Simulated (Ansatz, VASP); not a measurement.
**One calculation of Sn2TeSe, two programs**

The input POSCAR:

```
Sn2TeSe
1.0
    2.1911871272      1.2650824777      7.1242022606
   -2.1911871272      1.2650824777      7.1242022606
    0.0000000000     -2.5301649555      7.1242022606
Se Te Sn
1 1 2
Direct
    1.0000000000      0.0000000000      0.0000000000
    0.5000000000      0.5000000000      0.5000000000
    0.2555289086      0.2555289086      0.2555289086
    0.7444710914      0.7444710914      0.7444710914
```

The input INCAR.step1:

```
ALGO = Normal
EDIFF = 1E-4
ENCUT = 520
GGA = PE
ISMEAR = -1
LASPH = T
LCHARG = F
LREAL = F
LWAVE = T
NBANDS = 28
NELM = 100
PREC = Accurate
SIGMA = 0.02
```

INCAR.step2

```
ALGO = Normal
EDIFF = 1E-7
ENCUT = 520
ISIF = 2
ISMEAR = -1
ISTART = 1
LASPH = T
LCHARG = F
LMIXTAU = T
LREAL = F
LWAVE = F
METAGGA = R2SCAN
NBANDS = 28
NELM = 100
PREC = Accurate
SIGMA = 0.02
```

The input KPOINTS:

```
k-points
0
Gamma
  8 8 8
```

Input for Ansatz:

```yaml
crystal:
  lattice:
    - [2.1911871272, 1.2650824777, 7.1242022606]
    - [-2.1911871272, 1.2650824777, 7.1242022606]
    - [0.0, -2.5301649555, 7.1242022606]
  atoms:
    - { symbol: Se, position: [1.0, 0.0, 0.0] }
    - { symbol: Te, position: [0.5, 0.5, 0.5] }
    - { symbol: Sn, position: [0.2555289086, 0.2555289086, 0.2555289086] }
    - { symbol: Sn, position: [0.7444710914, 0.7444710914, 0.7444710914] }
kpoints:
  mp_grid: { grid: [8, 8, 8] }
  band_path:
    path:
      - [0.0, 0.0, 0.0]
      - [0.5, 0.5, 0.5]
      - [0.8123113378, 0.1876886622, 0.5]
      - [0.5, -0.1876886622, 0.1876886622]
      - [0.5, 0.0, 0.0]
      - [0.3438443311, -0.3438443311, 0.0]
      - [0.6561556689, 0.0, 0.3438443311]
      - [0.5, 0.0, 0.5]
      - [0.5156155669, 0.0, 0.4843844331]
    npoints: 1
hamiltonian:
  xc: r2scan
scf:
  occupations: { method: fermi_dirac, width: 0.02 }
  n_extra_bands: 5
output:
  forces: true
  stress: true
  eigenvalues: true
```

Alike in both runs: task single point; functional r2SCAN; k mesh 8 × 8 × 8; occupations fermi-dirac, width 0.02 eV; no spin polarisation.

|  | VASP | Ansatz |
| --- | --- | --- |
| version | VASP 6.6.1 | Ansatz 0.2.0 |
| potentials or method | VASP PAW PBE potentials, release 64 (Se, Te, Sn_d) | plane waves, PAW |
| plane-wave cutoff (eV) | 520 | 500 |
| valence electrons in the cell | 40 | 60 |

|  | VASP | Ansatz | Ansatz less VASP |
| --- | --- | --- | --- |
| pressure (GPa) | 0.1 | 0.1 | 0.00 |

VASP's potentials were made for PBE, not for r2SCAN. VASP's potentials hold 40 valence electrons a cell and Ansatz's 60, so a difference there can come from the potentials and not from the codes.

Neither program's run includes spin-orbit coupling.
